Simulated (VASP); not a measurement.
# Pd (P6_3/mmc) in VASP: a series of runs

Pd is run at these levels: LDA; tasks: single point, relaxation of volume and atoms at fixed shape.

All numbers are computed with VASP 6.6.1; they aren't measurements. Logs are shortened: lines on timing, memory, paths and dates and some standing lists are left out, and cuts for length are marked.

## Step 1: The cell of the first run

It takes space group P6_3/mmc (No. 194, hexagonal). The conventional cell has a = 2.702 Å, b = 2.702 Å, c = 4.493 Å, α = 90.00°, β = 90.00°, γ = 120.00°. Pd (site symmetry -6m2) has 12 Pd at 2.70 to 2.73 Å within 3.6 Å.

## Step 2: Single point, LDA

INCAR reads:

```
PREC = Accurate ; ENCUT = 520
EDIFF = 1E-6 ; ISMEAR = 0
SIGMA = 0.05 ; LREAL = F
LASPH = T ; NELM = 80
ALGO = Normal ; ISIF = 2
LWAVE = F ; LCHARG = F
GGA = CA ; NBANDS = 17
```

KPOINTS reads:

```
regular mesh
0
Gamma
  17 17 9
```

POSCAR reads:

```
Pd
1.0
    2.7018455699     -0.0000000028      0.0000000000
   -1.3509227825      2.3398669021      0.0000000000
    0.0000000000      0.0000000000      4.4928372553
Pd
2
Direct
    0.6666666667      0.3333333333      0.7500000000
    0.3333333333      0.6666666667      0.2500000000
```

Potentials or basis: VASP PAW LDA potentials, release 64 (Pd).

Run with:

```
$ cat potpaw_LDA.64/Pd/POTCAR > POTCAR
$ mpirun -np 1 vasp_std > vasp.out
```

OUTCAR:

```text
PREC = Accurate
   ENCUT = 520
   EDIFF = 1E-6
   ISMEAR = 0
   LREAL = F
   LASPH = T
   NELM = 80
   ISIF = 2
   GGA = CA

 ion  position               nearest neighbor table
   1  0.667  0.333  0.750-   2 2.73   2 2.73   2 2.73   2 2.73   2 2.73   2 2.73
   2  0.333  0.667  0.250-   1 2.73   1 2.73   1 2.73   1 2.73   1 2.73   1 2.73

  LATTYP: Found a hexagonal cell.
 ALAT       =     2.7018455699
 C/A-ratio  =     1.6628771479

  Lattice vectors:

 A1 = (   2.7018455699,  -0.0000000028,   0.0000000000)
 A2 = (  -1.3509227825,   2.3398669021,   0.0000000000)
 A3 = (   0.0000000000,   0.0000000000,   4.4928372553)

Analysis of symmetry for initial positions (statically):
=====================================================================
 Subroutine PRICEL returns:
 Original cell was already a primitive cell.

 Routine SETGRP: Setting up the symmetry group for a
 hexagonal supercell.

 Subroutine GETGRP returns: Found 24 space group operations
 (whereof 12 operations were pure point group operations)
 out of a pool of 24 trial point group operations.

The static configuration has the point symmetry D_3d.
 The point group associated with its full space group is D_6h.

Analysis of symmetry for dynamics (positions and initial velocities):
=====================================================================
 Subroutine PRICEL returns:
 Original cell was already a primitive cell.

 Routine SETGRP: Setting up the symmetry group for a
 hexagonal supercell.

 Subroutine GETGRP returns: Found 24 space group operations
 (whereof 12 operations were pure point group operations)
 out of a pool of 24 trial point group operations.

The dynamic configuration has the point symmetry D_3d.
 The point group associated with its full space group is D_6h.

 Subroutine INISYM returns: Found 24 space group operations
 (whereof 12 operations are pure point group operations),
 and found     1 'primitive' translations

----------------------------------------------------------------------------------------

                                     Primitive cell

  volume of cell :      28.4035

  direct lattice vectors                    reciprocal lattice vectors
     2.701845570 -0.000000003  0.000000000     0.370117379  0.213687368  0.000000000
    -1.350922783  2.339866902  0.000000000     0.000000000  0.427374736  0.000000000
     0.000000000  0.000000000  4.492837255     0.000000000  0.000000000  0.222576502

  length of vectors
     2.701845570  2.701845570  4.492837255     0.427374736  0.427374736  0.222576502

  position of ions in fractional coordinates (direct lattice)
     0.666666667  0.333333333  0.750000000
     0.333333333  0.666666667  0.250000000

  ion indices of the primitive-cell ions
   primitive index   ion index
                 1           1
                 2           2

----------------------------------------------------------------------------------------

 KPOINTS: regular mesh

Automatic generation of k-mesh.
 Grid dimensions read from file:
 generate k-points for:   17   17    9

 Generating k-lattice:

  Cartesian coordinates                     Fractional coordinates (reciprocal lattice)
     0.021771611  0.012569845  0.000000000     0.058823529  0.000000000  0.000000000
     0.000000000  0.025139690  0.000000000    -0.000000000  0.058823529  0.000000000
     0.000000000  0.000000000  0.024730722     0.000000000  0.000000000  0.111111111

  Length of vectors
     0.025139690  0.025139690  0.024730722

  Shift w.r.t. Gamma in fractional coordinates (k-lattice)
     0.000000000  0.000000000  0.000000000

 Subroutine IBZKPT returns following result:
 ===========================================

 Found    165 irreducible k-points:

 Following reciprocal coordinates:
            Coordinates               Weight
  0.000000  0.000000  0.000000      1.000000
  0.058824 -0.000000  0.000000      6.000000
  0.117647  0.000000  0.000000      6.000000
  0.176471 -0.000000  0.000000      6.000000
  0.235294  0.000000  0.000000      6.000000
  0.294118  0.000000  0.000000      6.000000
[... 16 lines left out ...]
  0.411765  0.117647  0.000000     12.000000
  0.176471  0.176471  0.000000      6.000000
 [... further k-points ...]
   k-points           NKPTS =    165   k-points in BZ     NKDIM =    165   number of bands    NBANDS=     17
   number of dos      NEDOS =    301   number of ions     NIONS =      2
   total plane-waves  NPLWV =  14400
   dimension x,y,z NGX =    20 NGY =   20 NGZ =   36
   dimension x,y,z NGXF=    40 NGYF=   40 NGZF=   72
   ions per type =               2
   NGX,Y,Z   is equivalent  to a cutoff of  12.31, 12.31, 13.32 a.u.
   NGXF,Y,Z  is equivalent  to a cutoff of  24.61, 24.61, 26.64 a.u.
 SYSTEM =  unknown system
   PREC   = accura    normal or accurate (medium, high low for compatibility)
   ISTART =      0    job   : 0-new  1-cont  2-samecut
   ICHARG =      2    charge: 1-file 2-atom 10-const
   ISPIN  =      1    spin polarized calculation?
   LNONCOLLINEAR =      F non collinear calculations
   LSORBIT =      F    spin-orbit coupling
   LASPH  =      T    aspherical Exc in radial PAW
   ENCUT  =  520.0 eV  38.22 Ry    6.18 a.u.   5.02  5.02  8.35*2*pi/ulx,y,z
   NELM   =     80;   NELMIN=  2; NELMDL= -5     # of ELM steps
   EDIFF  = 0.1E-05   stopping-criterion for ELM
   LREAL  =      F    real-space projection
   EDIFFG = 0.1E-04   stopping-criterion for IOM
   NSW    =      0    number of steps for IOM
   IBRION =     -1    ionic relax: 0-MD 1-quasi-New 2-CG
   NFREE  =      0    steps in history (QN), initial steepest desc. (CG)
   ISIF   =      2    stress and relaxation
   ISYM   =      2    0-nonsym 1-usesym 2-fastsym
   POTIM  = 0.5000    time-step for ionic-motion
   TEBEG  =    0.0;   TEEND  =   0.0 temperature during run
   PSTRESS=    0.0 pullay stress
   NELECT =      20.0000    total number of electrons
   NUPDOWN=      -1.0000    fix difference up-down
   EMIN   =  10.00;   EMAX   =-10.00  energy-range for DOS
   EFERMI =   0.00;   METHOD = LEGACY
   ISMEAR =     0;   SIGMA  =   0.05  broadening in eV -4-tet -1-fermi 0-gaus
   EFERMI_NEDOS =   21; number of points for ismear=-14 and -15
   IALGO  =     38    algorithm
   IMIX   =      4    mixing-type and parameters
     AMIX     =   0.40;   BMIX     =  1.00
     AMIX_MAG =   1.60;   BMIX_MAG =  1.00
  volume/ion in A,a.u.               =      14.20        95.84
  Fermi-wavevector in a.u.,A,eV,Ry     =   1.456445  2.752282 28.861108  2.121232
  Thomas-Fermi vector in A             =   2.573362
   LORBIT       =      0    0 simple, 1 ext, 2 COOP (PROOUT), +10 PAW based schemes
   GGA     = CA    functional components
   LHFCALC =     F    Hartree Fock is set to
   AEXX    =    0.0000 exact exchange contribution
   IVDW    =     0    specifies the selected vdW correction
   LEPSILON=     F    determine dielectric tensor
   LRPA    =     F    only Hartree local field effects (RPA)
 non-spin polarized calculation
 Gauss-broadening in eV      SIGMA  =   0.05
  energy-cutoff  :      520.00
  volume of cell :       28.40
 maximum number of plane-waves:       780
 NGX is ok and might be reduce to    20
   NGX =  9   NGY =  9   NGZ = 17

 number of electron      19.9999995 magnetization

 Free energy of the ion-electron system (eV)
  ---------------------------------------------------
  ext. energy  EPLUGINS =         0.00000000
  ---------------------------------------------------
  free energy    TOTEN  =       -12.91251261 eV

  energy without entropy =      -12.90505166  energy(sigma->0) =      -12.90878213

 E-fermi :  10.2599     XC(G=0): -13.7482

 val. band max:       10.2572153708   @ k =   0.2941   0.2941   0.3333
 cond. band min:      10.2677160154   @ k =   0.2353   0.1765   0.3333
 fundamental gap:      0.0105006446
 Fermi energy:        10.2598778781

 k-point     1 :       0.0000    0.0000    0.0000
  band No.  band energies     occupation
      1       2.7192      2.00000
      2       4.5831      2.00000
      3       7.0958      2.00000
      4       7.3081      2.00000
      5       7.3081      2.00000
      6       7.6934      2.00000
[... 9 lines left out ...]
     16      29.9185      0.00000
     17      32.9879      0.00000

 k-point     2 :       0.0588   -0.0000    0.0000
  band No.  band energies     occupation
      1       2.8371      2.00000
      2       4.6699      2.00000
      3       7.0108      2.00000
      4       7.3787      2.00000
      5       7.3900      2.00000
      6       7.6512      2.00000
[... 9 lines left out ...]
     16      29.9071      0.00000
     17      32.1737      0.00000

 k-point     3 :       0.1176    0.0000    0.0000
  band No.  band energies     occupation
      1       3.1785      2.00000
      2       4.9056      2.00000
      3       6.8272      2.00000
      4       7.4605      2.00000
      5       7.6303      2.00000
      6       7.6348      2.00000
[... 9 lines left out ...]
     16      29.5725      0.00000
     17      30.7068      0.00000

 k-point     4 :       0.1765   -0.0000    0.0000
  band No.  band energies     occupation
      1       3.7000      2.00000
      2       5.1946      2.00000
      3       6.6534      2.00000
      4       7.3339      2.00000
      5       7.3340      2.00000
      6       7.9239      2.00000
[... 9 lines left out ...]
     16      29.4845      0.00000
     17      29.8263      0.00000
[... 343 lines left out ...]
      1       5.0866      2.00000
      2       5.4130      2.00000
      3       5.4441      2.00000
      4       7.1933      2.00000
      5       7.4961      2.00000
      6       7.6630      2.00000
[... 9 lines left out ...]
     16      25.3765      0.00000
     17      25.5149      0.00000

 k-point    23 :       0.4118    0.1176    0.0000
  band No.  band energies     occupation
      1       4.9916      2.00000
      2       5.2793      2.00000
      3       5.4304      2.00000
      4       7.2026      2.00000
      5       7.5270      2.00000
      6       7.8042      2.00000
[... 9 lines left out ...]
     16      24.1358      0.00000
     17      24.6095      0.00000

 k-point    24 :       0.1765    0.1765    0.0000
  band No.  band energies     occupation
      1       5.1832      2.00000
      2       5.8226      2.00000
      3       6.0961      2.00000
      4       6.1456      2.00000
      5       7.2612      2.00000
      6       7.3824      2.00000
[... 9 lines left out ...]
     16      27.6535      0.00000
     17      29.5823      0.00000

 [... further k-points ...]
[... 5 lines left out ...]
  --------------------------------------------------------------------------------------
  -------------------------------------------------------------------------------------
  Total       -0.0461909     -0.0461909      0.2419181     -0.0000000     -0.0000000      0.0000000
  in kB       -2.6055225     -2.6055225     13.6460407     -0.0000000     -0.0000000      0.0000000
  external PRESSURE =       2.8116653 kB  Pullay stress =       0.0000000 kB

 VOLUME and BASIS-vectors are now :
 -----------------------------------------------------------------------------
  energy-cutoff  :      520.00
  volume of cell :       28.40
      direct lattice vectors                 reciprocal lattice vectors
     2.701845570 -0.000000003  0.000000000     0.370117379  0.213687368  0.000000000
    -1.350922783  2.339866902  0.000000000     0.000000000  0.427374736  0.000000000
     0.000000000  0.000000000  4.492837255     0.000000000  0.000000000  0.222576502

 POSITION                                       TOTAL-FORCE (eV/Angst)
 -----------------------------------------------------------------------------------
      1.35092      0.77996      3.36963        -0.000000     -0.000000      0.000000
      0.00000      1.55991      1.12321         0.000000      0.000000      0.000000
 -----------------------------------------------------------------------------------
    total drift:                               -0.000000      0.000000     -0.000000

  FREE ENERGIE OF THE ION-ELECTRON SYSTEM (eV)
  ---------------------------------------------------
  free  energy   TOTEN  =       -12.9125126067 eV

  energy  without entropy=      -12.9050516586  energy(sigma->0) =      -12.90878213
```

Run time: 20 s. Hardware: 1 thread of Intel Xeon 6975P-C (Granite Rapids), shared host; peak memory 0.17 GiB.

What came out:

```
Free energy            : -12.9125 eV
Pressure               : 0.3 GPa
Band gap on the k mesh : zero (band 10 reaches 10.47 eV, above the bottom of band 11 at 9.61 eV)
```

Stress tensor (GPa, compression positive):
```
-0.26  0.00  0.00
 0.00 -0.26  0.00
 0.00  0.00  1.36
```

Levels at points of the mesh, in eV from the Fermi level:
```csv
k point,band 8,band 9,band 10,band 11,band 12,band 13
"(0.00, 0.00, 0.00)",-1.80,-1.80,-0.24,-0.24,0.70,7.27
```

## Step 3: Relaxation of volume and atoms at fixed shape, LDA

This run uses another cell than the first one, of 15.53 Å³/atom, 1.094 times its volume.

INCAR reads:

```
PREC = Accurate
ENCUT = 600
EDIFF = 1E-6
ISMEAR = 0
SIGMA = 0.05
LREAL = False
LASPH = True
NELM = 80
ALGO = Normal
ISIF = 8
LWAVE = False
LCHARG = False
GGA = CA
IBRION = 2
NSW = 80
EDIFFG = -0.02
```

KPOINTS reads:

```
Automatic mesh
0
Gamma
  17 17 9
```

POSCAR reads:

```
Pd
1.0
    2.7836650500      0.0000000000      0.0000000000
   -1.3918325200      2.4107246500      0.0000000000
    0.0000000000      0.0000000000      4.6288930000
Pd
2
Direct
    0.6666666687      0.3333333278      0.7500000000
    0.3333333292      0.6666666680      0.2500000000
```

Potentials or basis: VASP PAW LDA potentials, release 64 (Pd).

Run with:

```
$ cat potpaw_LDA.64/Pd/POTCAR > POTCAR
$ mpirun -np 1 vasp_std > vasp.out
```

It took 67 s on 1 thread of Intel Xeon 6975P-C (Granite Rapids), shared host; peak memory 0.21 GiB.

The run converged. Its results:

```yaml
Free_energy: -12.9139 eV
Relaxed_volume: 14.23 Å³/atom
Relaxed_cell: a = 2.704 Å, b = 2.704 Å, c = 4.496 Å, α = 90.00°, β = 90.00°, γ = 120.00°
Space_group_after_relaxing_to_0.05_Å: P6_3/mmc (No. 194)
Energy_gained_by_relaxing: 70.2 meV/atom
Ionic_steps: 4
Pressure_after_relaxing: -0.2 GPa
Band_gap_on_the_k_mesh: zero (band 10 reaches 10.44 eV, above the bottom of band 11 at 9.57 eV)
```

Stress tensor (GPa, compression positive):
```
-0.72  0.00  0.00
 0.00 -0.72  0.00
 0.00  0.00  0.91
```

Step by step:
```
step  energy change (eV)  largest force (eV/Å)  pressure (GPa)  volume (Å³)
   1              0.0000                0.0000          -15.61        31.06
   2              0.3124                0.0000           45.39        24.75
   3             -0.1402                0.0000           -0.78        28.54
   4             -0.1404                0.0000           -0.18        28.46
```

Final structure:
```cif
data_structure
_symmetry_space_group_name_H-M 'P 1'
_symmetry_Int_Tables_number 1
_cell_length_a 2.7038
_cell_length_b 2.7038
_cell_length_c 4.4960
_cell_angle_alpha 90.000
_cell_angle_beta 90.000
_cell_angle_gamma 120.000
_cell_volume 28.46
loop_
_atom_site_label
_atom_site_type_symbol
_atom_site_fract_x
_atom_site_fract_y
_atom_site_fract_z
_atom_site_occupancy
Pd1 Pd 0.66667 0.33333 0.75000 1
Pd2 Pd 0.33333 0.66667 0.25000 1
```

Levels at points of the mesh, in eV from the Fermi level:
```csv
k point,band 8,band 9,band 10,band 11,band 12,band 13
"(0.00, 0.00, 0.00)",-1.80,-1.80,-0.24,-0.24,0.70,7.25
```
